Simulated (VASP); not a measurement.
# ScF3 (P4/mmm) in VASP: further runs, part 2 of 2

VASP 6.6.1. Earlier steps stand in the parts before.

## 3. Single point, LDA (strain -0.080 along x and y, +0.080 along z)

File INCAR:

```
PREC     = Accurate       # precision mode
ENCUT    = 520            # plane-wave cutoff, eV
EDIFF    = 1E-6           # SCF threshold, eV
ISMEAR   = 0              # smearing method
SIGMA    = 0.05           # smearing width, eV
LREAL    = F              # projectors in reciprocal space
LASPH    = T              # aspherical terms in the spheres
NELM     = 60             # most SCF steps
ALGO     = Normal         # electronic algorithm
ISIF     = 2              # what is computed and relaxed
LWAVE    = F              # write WAVECAR
LCHARG   = F              # write CHGCAR
NBANDS   = 24             # bands
```

File KPOINTS:

```
regular mesh
0
Gamma
  6 6 6
```

File POSCAR:

```
ScF3
1.0
    3.6914540000      0.0000000000      0.0000000000
    0.0000000000      3.6914540000      0.0000000000
    0.0000000000      0.0000000000      4.3334460000
Sc F
1 3
Direct
    0.0000000000      0.0000000000      0.0000000000
    0.5000000000      0.0000000000      0.0000000000
    0.0000000000      0.5000000000      0.0000000000
    0.0000000000      0.0000000000      0.5000000000
```

Potentials or basis: VASP PAW LDA potentials, release 64 (Sc_sv, F).

Started as:

```console
$ cat potpaw_LDA.64/Sc_sv/POTCAR potpaw_LDA.64/F/POTCAR > POTCAR
$ mpirun -np 1 vasp_std > vasp.out
```

OUTCAR:

```text
PREC = Accurate
   ENCUT = 520
   EDIFF = 1E-6
   ISMEAR = 0
   LREAL = F
   LASPH = T
   NELM = 60
   ISIF = 2

 ion  position               nearest neighbor table
   1  0.000  0.000  0.000-   2 1.85   3 1.85   3 1.85   2 1.85   4 2.17   4 2.17
   2  0.500  0.000  0.000-   1 1.85   1 1.85
   3  0.000  0.500  0.000-   1 1.85   1 1.85
   4  0.000  0.000  0.500-   1 2.17   1 2.17

  LATTYP: Found a simple tetragonal cell.
 ALAT       =     3.6914540000
 C/A-ratio  =     1.1739130435

  Lattice vectors:

 A1 = (   3.6914540000,   0.0000000000,   0.0000000000)
 A2 = (   0.0000000000,   3.6914540000,   0.0000000000)
 A3 = (   0.0000000000,   0.0000000000,   4.3334460000)

Analysis of symmetry for initial positions (statically):
=====================================================================
 Subroutine PRICEL returns:
 Original cell was already a primitive cell.

 Routine SETGRP: Setting up the symmetry group for a
 simple tetragonal supercell.

 Subroutine GETGRP returns: Found 16 space group operations
 (whereof 16 operations were pure point group operations)
 out of a pool of 16 trial point group operations.

The static configuration has the point symmetry D_4h.

Analysis of symmetry for dynamics (positions and initial velocities):
=====================================================================
 Subroutine PRICEL returns:
 Original cell was already a primitive cell.

 Routine SETGRP: Setting up the symmetry group for a
 simple tetragonal supercell.

 Subroutine GETGRP returns: Found 16 space group operations
 (whereof 16 operations were pure point group operations)
 out of a pool of 16 trial point group operations.

The dynamic configuration has the point symmetry D_4h.

 Subroutine INISYM returns: Found 16 space group operations
[... 111 lines left out ...]
   PSTRESS=    0.0 pullay stress
   NELECT =      32.0000    total number of electrons
   NUPDOWN=      -1.0000    fix difference up-down
   EMIN   =  10.00;   EMAX   =-10.00  energy-range for DOS
   EFERMI =   0.00;   METHOD = LEGACY
   ISMEAR =     0;   SIGMA  =   0.05  broadening in eV -4-tet -1-fermi 0-gaus
   EFERMI_NEDOS =   21; number of points for ismear=-14 and -15
   IALGO  =     38    algorithm
   IMIX   =      4    mixing-type and parameters
     AMIX     =   0.40;   BMIX     =  1.00
     AMIX_MAG =   1.60;   BMIX_MAG =  1.00
  volume/ion in A,a.u.               =      14.76        99.62
  Fermi-wavevector in a.u.,A,eV,Ry     =   1.334695  2.522208 24.237567  1.781411
  Thomas-Fermi vector in A             =   2.463457
   LORBIT       =      0    0 simple, 1 ext, 2 COOP (PROOUT), +10 PAW based schemes
   GGA     = CA    functional components
   LHFCALC =     F    Hartree Fock is set to
   AEXX    =    0.0000 exact exchange contribution
   IVDW    =     0    specifies the selected vdW correction
   LEPSILON=     F    determine dielectric tensor
   LRPA    =     F    only Hartree local field effects (RPA)
 non-spin polarized calculation
 Gauss-broadening in eV      SIGMA  =   0.05
  energy-cutoff  :      520.00
  volume of cell :       59.05
 maximum number of plane-waves:      1612
 NGX is ok and might be reduce to    28
   NGX = 13   NGY = 13   NGZ = 17

 number of electron      31.9999977 magnetization

 Free energy of the ion-electron system (eV)
  ---------------------------------------------------
  ext. energy  EPLUGINS =         0.00000000
  ---------------------------------------------------
  free energy    TOTEN  =       -28.52399691 eV

  energy without entropy =      -28.52399691  energy(sigma->0) =      -28.52399691

 E-fermi :  -2.5649     XC(G=0):  -9.2771

 val. band max:       -2.8957297320   @ k =   0.5000   0.0000   0.0000
 cond. band min:       3.0658589811   @ k =   0.0000   0.0000   0.0000
 fundamental gap:      5.9615887131
 Fermi energy:        -2.5649301043

 k-point     1 :       0.0000    0.0000    0.0000
  band No.  band energies     occupation
      1     -48.1716      2.00000
      2     -27.5286      2.00000
      3     -27.5286      2.00000
      4     -27.0293      2.00000
      5     -24.0922      2.00000
      6     -23.9338      2.00000
[... 637 lines left out ...]
     23       9.7008      0.00000
     24      10.3654      0.00000

 [... further k-points ...]
[... 5 lines left out ...]
  --------------------------------------------------------------------------------------
  -------------------------------------------------------------------------------------
  Total       11.2472663     11.2472663     -5.9346817      0.0000000     -0.0000000      0.0000000
  in kB      305.1611539    305.1611539   -161.0199543      0.0000000     -0.0000000      0.0000000
  external PRESSURE =     149.7674512 kB  Pullay stress =       0.0000000 kB

 VOLUME and BASIS-vectors are now :
 -----------------------------------------------------------------------------
  energy-cutoff  :      520.00
  volume of cell :       59.05
      direct lattice vectors                 reciprocal lattice vectors
     3.691454000  0.000000000  0.000000000     0.270895967  0.000000000  0.000000000
     0.000000000  3.691454000  0.000000000     0.000000000  0.270895967  0.000000000
     0.000000000  0.000000000  4.333446000     0.000000000  0.000000000  0.230763231

 POSITION                                       TOTAL-FORCE (eV/Angst)
 -----------------------------------------------------------------------------------
      0.00000      0.00000      0.00000         0.000000      0.000000      0.000000
      1.84573      0.00000      0.00000         0.000000      0.000000      0.000000
      0.00000      1.84573      0.00000         0.000000      0.000000      0.000000
      0.00000      0.00000      2.16672         0.000000      0.000000      0.000000
 -----------------------------------------------------------------------------------
    total drift:                               -0.000000      0.000000     -0.000000

  FREE ENERGIE OF THE ION-ELECTRON SYSTEM (eV)
  ---------------------------------------------------
  free  energy   TOTEN  =       -28.5239969050 eV

  energy  without entropy=      -28.5239969050  energy(sigma->0) =      -28.52399691
```

stdout:

```text
POSCAR found type information on POSCAR ScF
 POSCAR found :  2 types and       4 ions
 scaLAPACK will be used
 LDA part: xc-table for (Slater(with rela. corr.)+CA(PZ))
 , standard interpolation
 POSCAR, INCAR and KPOINTS ok, starting setup
 FFT: planning ... GRIDC
 FFT: planning ... GRID_SOFT
 FFT: planning ... GRID
 WAVECAR not read
 entering main loop
```

It took 47 s on 1 thread of Intel Xeon Platinum 8259CL at 2.50GHz (Skylake/Cascade Lake), shared host; peak memory 0.17 GiB.

What came out:

```
Free energy            : -28.5240 eV
Pressure               : 15.0 GPa
Band gap on the k mesh : 5.96 eV, indirect (least direct gap 5.99 eV)
```

Stress tensor (GPa, compression positive):
```
 30.52   0.00   0.00
  0.00  30.52   0.00
  0.00   0.00 -16.10
```

Caveat: the cell differs from its parent crystal (strain -0.080 along x and y, +0.080 along z). A k mesh can miss the band edges.

## 4. Single point, LDA (strain +0.000 along x and y, -0.080 along z)

File INCAR:

```
PREC = Accurate ; ENCUT = 520
EDIFF = 1E-6 ; ISMEAR = 0
SIGMA = 0.05 ; LREAL = False
LASPH = True ; NELM = 60
ALGO = Normal ; ISIF = 2
LWAVE = False ; LCHARG = False
NBANDS = 24
```

KPOINTS is that of step 3.

File POSCAR:

```
ScF3
1.0
    4.0124500000      0.0000000000      0.0000000000
    0.0000000000      4.0124500000      0.0000000000
    0.0000000000      0.0000000000      3.6914540000
Sc F
1 3
Direct
    0.0000000000      0.0000000000      0.0000000000
    0.5000000000      0.0000000000      0.0000000000
    0.0000000000      0.5000000000      0.0000000000
    0.0000000000      0.0000000000      0.5000000000
```

Started as:

```console
$ cat potpaw_LDA.64/Sc_sv/POTCAR potpaw_LDA.64/F/POTCAR > POTCAR
$ mpirun -np 1 vasp_std > vasp.out
```

It took 48 s on 1 thread of Intel Xeon Platinum 8259CL at 2.50GHz (Skylake/Cascade Lake), shared host; peak memory 0.17 GiB.

It converged, with:

```yaml
Free_energy: -29.1964 eV
Pressure: 9.4 GPa
Band_gap_on_the_k_mesh: 6.32 eV, indirect (least direct gap 6.88 eV)
```

Stress tensor (GPa, compression positive):
```
-0.69  0.00  0.00
 0.00 -0.69  0.00
 0.00  0.00 29.69
```

Levels at points of the mesh, in eV from the valence-band top:
```
           k point  band 14  band 15  band 16  band 17  band 18  band 19
(0.00, 0.00, 0.00)    -0.56    -0.55    -0.55     6.32     6.32     6.36
(0.50, 0.00, 0.00)    -0.98    -0.93    -0.61     6.36     7.24     7.30
(0.50, 0.50, 0.00)    -1.11    -1.11    -0.01     7.28     7.28     7.99
(0.00, 0.00, 0.50)    -0.81    -0.54    -0.54     6.45     7.81     7.81
(0.50, 0.00, 0.50)    -1.07    -0.96    -0.32     7.38     7.85     8.42
(0.50, 0.50, 0.50)    -0.31    -0.31     0.00     8.08     8.47     8.47
```

Caveat: the cell differs from its parent crystal (strain +0.000 along x and y, -0.080 along z).

## 5. Overview

| cell | gap on the mesh (eV) | pressure (GPa) |
| --- | --- | --- |
| a = 3.691, b = 3.691, c = 4.173 Å, 4 atoms | 6.38 | 18.5 |
| a = 3.691, b = 3.691, c = 4.333 Å, 4 atoms | 5.96 | 15.0 |
| a = 4.012, b = 4.012, c = 3.691 Å, 4 atoms | 6.32 | 9.4 |

Alike in all rows: task single point; level LDA; potentials or basis VASP PAW LDA potentials, release 64 (Sc_sv, F); no spin polarisation; k mesh 6 × 6 × 6; cutoff (eV) 520; smearing gaussian 0.05 eV.

Total energies depend on the potentials used, so only differences within one code and one set of settings carry meaning.
